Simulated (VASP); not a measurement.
# Be (P1) in VASP: relaxation of cell and atoms with PBEsol

Aim: the relaxation of cell and atoms of Be with PBEsol.

All numbers are computed with VASP 6.6.1; they aren't measurements. Logs are shortened: lines on timing, memory, paths and dates and some standing lists are left out, and cuts for length are marked.

### Step 1. The cell of the first run

The typed cell holds 8 atoms: a = 4.334 Å, b = 4.264 Å, c = 4.296 Å, α = 108.83°, β = 110.02°, γ = 109.37°.

### Step 2. Relaxation of cell and atoms, PBEsol

Input file INCAR:

```
SYSTEM = Be
PREC = Accurate
ENCUT = 600
EDIFF = 1E-7
ISMEAR = 0
SIGMA = 0.1
LREAL = .FALSE.
LASPH = .TRUE.
NELM = 60
ALGO = Fast
ISIF = 3
LWAVE = .FALSE.
LCHARG = .FALSE.
GGA = PS
IBRION = 2
NSW = 100
EDIFFG = -0.015
```

Input file KPOINTS:

```
Automatic mesh
0
G
  6 6 6
  0 0 0
```

Input file POSCAR:

```
Be
1.0
   -2.5003611937      2.4904662992      2.5149806003
    2.4770098461     -2.4538428418      2.4550057953
    2.5045891956      2.4580708437     -2.4783571429
Be
8
Direct
   -0.0092436865      0.0058176463     -0.0052891643
   -0.0212855676     -0.0351225142      0.4891739476
    0.9849191026      0.4827634002     -0.0151504805
    1.0452597316      0.5451014892      0.5477004885
    0.4845278908      1.0147621014      0.9978572934
    0.5656374105      0.0456883599      0.5342606848
    0.5030411376      0.4764007372     -0.0153479480
    0.4471439810      0.4645887801      0.4667951785
```

Potentials or basis: VASP PAW PBE potentials, release 64 (Be).

The run is started by

```sh
$ cat potpaw_PBE.64/Be/POTCAR > POTCAR
$ mpirun -np 1 vasp_std > vasp.out
```

OUTCAR:

```text
SYSTEM = Be
   PREC = Accurate
   ENCUT = 600
   EDIFF = 1E-7
   ISMEAR = 0
   LREAL = .FALSE.
   LASPH = .TRUE.
   NELM = 60
   ISIF = 3
   GGA = PS
   IBRION = 2
   NSW = 100
   EDIFFG = -0.015

 ion  position               nearest neighbor table
   1  0.991  0.006  0.995-   8 1.99   3 2.06   2 2.10   5 2.12   2 2.20   3 2.21   5 2.21   6 2.29
                             8 2.32
   2  0.979  0.965  0.489-   4 1.98   6 1.99   1 2.10   7 2.11   7 2.20   1 2.20   4 2.31   6 2.38

   3  0.985  0.483  0.985-   6 1.88   1 2.06   4 2.07   7 2.08   1 2.21   7 2.25   4 2.26   8 2.38

   4  0.045  0.545  0.548-   5 1.96   2 1.98   8 2.00   3 2.07   3 2.26   2 2.31   5 2.36   8 2.38

   5  0.485  0.015  0.998-   4 1.96   7 1.96   1 2.12   6 2.16   6 2.17   1 2.21   7 2.31   4 2.36
                             8 2.39
   6  0.566  0.046  0.534-   3 1.88   2 1.99   8 2.09   5 2.16   5 2.17   8 2.25   1 2.29   7 2.36
                             2 2.38
   7  0.503  0.476  0.985-   5 1.96   3 2.08   2 2.11   8 2.14   8 2.18   2 2.20   3 2.25   5 2.31
                             6 2.36
   8  0.447  0.465  0.467-   1 1.99   4 2.00   6 2.09   7 2.14   7 2.18   6 2.25   1 2.32   3 2.38
                             4 2.38   5 2.39

  LATTYP: Found a triclinic cell.
 ALAT       =     7.0039337044
 B/A-ratio  =     0.6088389064
 C/A-ratio  =     1.0087603769
 COS(alpha) =     0.0003679875
 COS(beta)  =     0.5026733522
 COS(gamma) =     0.8144671895

  Lattice vectors:

 A1 = (  -4.9582476941,  -0.0408514593,  -4.9466350480)
 A2 = (  -2.4770098461,   2.4538428418,  -2.4550057953)
 A3 = (   0.0191233457,  -4.9851606003,  -5.0066098530)

Analysis of symmetry for initial positions (statically):
=====================================================================
 Subroutine PRICEL returns:
 Original cell was already a primitive cell.

 Routine SETGRP: Setting up the symmetry group for a
 triclinic supercell.

 Subroutine GETGRP returns: Found  1 space group operations
 (whereof  1 operations were pure point group operations)
 out of a pool of  2 trial point group operations.

The static configuration has the point symmetry C_1 .

Analysis of symmetry for dynamics (positions and initial velocities):
=====================================================================
 Subroutine PRICEL returns:
 Original cell was already a primitive cell.

 Routine SETGRP: Setting up the symmetry group for a
 triclinic supercell.

 Subroutine GETGRP returns: Found  1 space group operations
 (whereof  1 operations were pure point group operations)
 out of a pool of  2 trial point group operations.

The dynamic configuration has the point symmetry C_1 .

 Subroutine INISYM returns: Found  1 space group operations
 (whereof  1 operations are pure point group operations),
 and found     1 'primitive' translations

----------------------------------------------------------------------------------------

                                     Primitive cell

  volume of cell :      61.2544

  direct lattice vectors                    reciprocal lattice vectors
    -2.500361194  2.490466299  2.514980600     0.000765998  0.200601069  0.199733179
     2.477009846 -2.453842842  2.455005795     0.201687839 -0.001668537  0.202167714
     2.504589196  2.458070844 -2.478357143     0.200564832  0.201912598 -0.000545530

  length of vectors
     4.333515421  4.264267337  4.296199884     0.283080763  0.285574076  0.284596638

  position of ions in fractional coordinates (direct lattice)
     0.990756314  0.005817646  0.994710836
     0.978714432  0.964877486  0.489173948
     0.984919103  0.482763400  0.984849520
     0.045259732  0.545101489  0.547700488
     0.484527891  0.014762101  0.997857293
     0.565637411  0.045688360  0.534260685
     0.503041138  0.476400737  0.984652052
     0.447143981  0.464588780  0.466795178

  ion indices of the primitive-cell ions
[... 40 lines left out ...]
  0.333333 -0.000000  0.000000      2.000000
  0.500000 -0.000000  0.000000      1.000000
  0.000000  0.166667  0.000000      2.000000
  0.166667  0.166667  0.000000      2.000000
[... 16 lines left out ...]
  0.333333 -0.000000  0.166667      2.000000
  0.500000  0.000000  0.166667      2.000000
 [... further k-points ...]
   k-points           NKPTS =    112   k-points in BZ     NKDIM =    112   number of bands    NBANDS=     13
   number of dos      NEDOS =    301   number of ions     NIONS =      8
   total plane-waves  NPLWV =  46656
   dimension x,y,z NGX =    36 NGY =   36 NGZ =   36
   dimension x,y,z NGXF=    72 NGYF=   72 NGZF=   72
   ions per type =               8
   NGX,Y,Z   is equivalent  to a cutoff of  13.81, 14.03, 13.93 a.u.
   NGXF,Y,Z  is equivalent  to a cutoff of  27.62, 28.07, 27.86 a.u.
 SYSTEM =  Be
   PREC   = accura    normal or accurate (medium, high low for compatibility)
   ISTART =      0    job   : 0-new  1-cont  2-samecut
   ICHARG =      2    charge: 1-file 2-atom 10-const
   ISPIN  =      1    spin polarized calculation?
   LNONCOLLINEAR =      F non collinear calculations
   LSORBIT =      F    spin-orbit coupling
   LASPH  =      T    aspherical Exc in radial PAW
   ENCUT  =  600.0 eV  44.10 Ry    6.64 a.u.   8.66  8.52  8.58*2*pi/ulx,y,z
   NELM   =     60;   NELMIN=  2; NELMDL= -5     # of ELM steps
   EDIFF  = 0.1E-06   stopping-criterion for ELM
   LREAL  =      F    real-space projection
   EDIFFG = -.1E-01   stopping-criterion for IOM
   NSW    =    100    number of steps for IOM
   IBRION =      2    ionic relax: 0-MD 1-quasi-New 2-CG
   NFREE  =      1    steps in history (QN), initial steepest desc. (CG)
   ISIF   =      3    stress and relaxation
   ISYM   =      2    0-nonsym 1-usesym 2-fastsym
   POTIM  = 0.5000    time-step for ionic-motion
   TEBEG  =    0.0;   TEEND  =   0.0 temperature during run
   PSTRESS=    0.0 pullay stress
   NELECT =      16.0000    total number of electrons
   NUPDOWN=      -1.0000    fix difference up-down
   EMIN   =  10.00;   EMAX   =-10.00  energy-range for DOS
   EFERMI =   0.00;   METHOD = LEGACY
   ISMEAR =     0;   SIGMA  =   0.10  broadening in eV -4-tet -1-fermi 0-gaus
   EFERMI_NEDOS =   21; number of points for ismear=-14 and -15
   IALGO  =     68    algorithm
   IMIX   =      4    mixing-type and parameters
     AMIX     =   0.40;   BMIX     =  1.00
     AMIX_MAG =   1.60;   BMIX_MAG =  1.00
  volume/ion in A,a.u.               =       7.66        51.67
  Fermi-wavevector in a.u.,A,eV,Ry     =   1.046492  1.977582 14.900348  1.095145
  Thomas-Fermi vector in A             =   2.181332
   LORBIT       =      0    0 simple, 1 ext, 2 COOP (PROOUT), +10 PAW based schemes
   GGA     = PS    functional components
   LHFCALC =     F    Hartree Fock is set to
   AEXX    =    0.0000 exact exchange contribution
   IVDW    =     0    specifies the selected vdW correction
   LEPSILON=     F    determine dielectric tensor
   LRPA    =     F    only Hartree local field effects (RPA)
 conjugate gradient relaxation of ions
 non-spin polarized calculation
 RMM-DIIS sequential band-by-band and
 Gauss-broadening in eV      SIGMA  =   0.10
  energy-cutoff  :      600.00
  volume of cell :       61.25
 maximum number of plane-waves:      2057
 NGX is ok and might be reduce to    36
   NGX = 17   NGY = 17   NGZ = 17

--------------------------------------- Ionic step        1  -------------------------------------------

 number of electron      16.0000000 magnetization

 Free energy of the ion-electron system (eV)
  ---------------------------------------------------
  ext. energy  EPLUGINS =         0.00000000
  ---------------------------------------------------
  free energy    TOTEN  =       -30.12962727 eV

  energy without entropy =      -30.12188512  energy(sigma->0) =      -30.12575620

------------------------ aborting loop because EDIFF is reached ----------------------------------------

  FORCE on cell =-STRESS in cart. coord.  units (eV):
  Direction    XX          YY          ZZ          XY          YZ          ZX
  --------------------------------------------------------------------------------------
  -------------------------------------------------------------------------------------
  Total        2.8261157      3.3754118      1.6791414      0.3348385      0.2414362      1.7918096
  in kB       73.9202301     88.2876862     43.9198273      8.7580767      6.3150361     46.8667926
  external PRESSURE =      68.7092479 kB  Pullay stress =       0.0000000 kB
[... 107 lines left out ...]
  FREE ENERGIE OF THE ION-ELECTRON SYSTEM (eV)
  ---------------------------------------------------
  free  energy   TOTEN  =       -31.0902139702 eV

  energy  without entropy=      -31.0798145513  energy(sigma->0) =      -31.08501426

[... ionic steps 4 to 24 ...]

--------------------------------------- Ionic step       25  -------------------------------------------

 number of electron      16.0000000 magnetization

------------------------ aborting loop because EDIFF is reached ----------------------------------------
[... 79 lines left out ...]
--------------------------------------- Ionic step       27  -------------------------------------------

 number of electron      16.0000000 magnetization

 Free energy of the ion-electron system (eV)
  ---------------------------------------------------
  ext. energy  EPLUGINS =         0.00000000
  ---------------------------------------------------
  free energy    TOTEN  =       -32.02892972 eV

  energy without entropy =      -32.02613051  energy(sigma->0) =      -32.02753011

 E-fermi :   7.3312     XC(G=0): -10.6276

 val. band max:        6.7856722202   @ k =   0.3333   0.3333   0.1667
 cond. band min:       7.3470171770   @ k =   0.1667   0.3333   0.5000
 fundamental gap:      0.5613449567
 Fermi energy:         7.3312055282

 k-point     1 :       0.0000    0.0000    0.0000
  band No.  band energies     occupation
      1      -4.3123      2.00000
      2       2.0350      2.00000
      3       2.5573      2.00000
      4       3.3959      2.00000
      5       3.3967      2.00000
      6       3.4005      2.00000
      7       3.4011      2.00000
      8       3.9681      2.00000
      9       8.1630      0.00000
     10       8.6590      0.00000
     11       8.6596      0.00000
     12       8.6636      0.00000
     13       8.6640      0.00000
[... 354 lines left out ...]
  band No.  band energies     occupation
      1      -2.3711      2.00000
      2      -1.1714      2.00000
      3       0.0364      2.00000
      4       1.9266      2.00000
      5       3.1320      2.00000
      6       3.5388      2.00000
      7       4.2604      2.00000
      8       5.7673      2.00000
      9       7.8729      0.00000
     10      10.7611      0.00000
     11      10.9677      0.00000
     12      11.4858      0.00000
     13      12.0307      0.00000

 [... further k-points ...]

------------------------ aborting loop because EDIFF is reached ----------------------------------------

  FORCE on cell =-STRESS in cart. coord.  units (eV):
  Direction    XX          YY          ZZ          XY          YZ          ZX
  --------------------------------------------------------------------------------------
  -------------------------------------------------------------------------------------
  Total       -0.0287280     -0.0359657     -0.0293972     -0.0283383     -0.0153630     -0.0142768
  in kB       -0.7320357     -0.9164646     -0.7490863     -0.7221044     -0.3914736     -0.3637967
  external PRESSURE =      -0.7991956 kB  Pullay stress =       0.0000000 kB
[... 23 lines left out ...]
  FREE ENERGIE OF THE ION-ELECTRON SYSTEM (eV)
  ---------------------------------------------------
  free  energy   TOTEN  =       -32.0289297167 eV

  energy  without entropy=      -32.0261305073  energy(sigma->0) =      -32.02753011

 reached required accuracy - stopping structural energy minimisation
```

Run time: 20 min. Hardware: 1 thread of Intel Xeon Platinum 8488C (Sapphire Rapids), shared host; peak memory 0.27 GiB.

What came out:

- Free energy: -32.0289 eV
- Relaxed volume: 7.86 Å³/atom
- Relaxed cell: a = 4.220 Å, b = 4.220 Å, c = 4.510 Å, α = 105.56°, β = 105.55°, γ = 115.24°
- Space group after relaxing (to 0.1 Å): P6_3/mmc (No. 194)
- Energy gained by relaxing: 237.4 meV/atom
- Ionic steps: 27
- Pressure after relaxing: -0.1 GPa
- Largest force after relaxing: 0.010 eV/Å
- Band gap on the k mesh: zero (bands 8 and 9 overlap by 1.89 eV)

Forces on the atoms (eV/Å):
```
Be  -0.002  0.006  0.000
Be   0.003  0.000 -0.002
Be  -0.006  0.002  0.001
Be   0.001 -0.005  0.001
Be  -0.007 -0.003 -0.004
Be   0.006  0.004  0.002
Be   0.002  0.002  0.008
Be   0.002 -0.007 -0.007
```

Step by step:
```csv
step,energy change (eV),largest force (eV/Å),pressure (GPa),volume (Å³)
1,0.0000,2.5848,6.87,61.25
2,-0.9170,0.6909,-2.74,64.20
3,-0.9606,0.5134,-4.45,65.11
4,-1.0715,0.4029,-1.05,63.19
5,-1.0806,0.4238,0.19,62.57
6,-1.1312,0.3819,0.99,62.29
7,-1.2688,0.7248,3.20,61.41
8,-1.2920,1.8948,9.35,59.41
9,-1.3281,1.1809,5.39,60.67
10,-1.3481,1.5338,7.27,60.06
11,-1.3577,1.5497,7.28,60.06
12,-1.3841,1.5892,7.29,60.09
13,-1.4163,1.6488,7.29,60.12
14,-1.3755,1.7309,7.49,60.15
15,-1.4223,1.6706,7.30,60.13
16,-1.4648,1.5774,6.67,60.34
17,-1.5783,1.3085,4.86,60.98
18,-1.7432,0.8310,1.56,62.28
19,-1.8368,0.2583,-3.79,64.92
20,-1.8425,0.3486,-2.88,64.41
21,-1.8654,0.2889,-2.19,64.01
22,-1.8939,0.1531,-0.27,62.99
23,-1.8942,0.1445,-0.04,62.88
24,-1.8963,0.1085,0.03,62.83
25,-1.8987,0.0381,0.22,62.72
26,-1.8991,0.0226,0.09,62.79
27,-1.8993,0.0098,-0.08,62.88
```

Final structure:
```yaml
crystal:
  lattice:
    - [-2.51846, 2.52132, 2.25965]
    - [2.51866, -2.52076, 2.26001]
    - [2.76155, 2.75899, -2.25908]
  atoms:
    - { symbol: Be, position: [0.95837, 0.95860, 0.91692] }
    - { symbol: Be, position: [0.95858, 0.95845, 0.41688] }
    - { symbol: Be, position: [0.04134, 0.54156, 0.08307] }
    - { symbol: Be, position: [0.04167, 0.54147, 0.58315] }
    - { symbol: Be, position: [0.54157, 0.04169, 0.08319] }
    - { symbol: Be, position: [0.54141, 0.04132, 0.58284] }
    - { symbol: Be, position: [0.45823, 0.45830, 0.91689] }
    - { symbol: Be, position: [0.45884, 0.45861, 0.41706] }
```

Caveat: the PAW data sets were made with another functional, which shifts forces and pressure a little.

The gap in the log of VASP goes by the Fermi energy; the results here count the filled bands.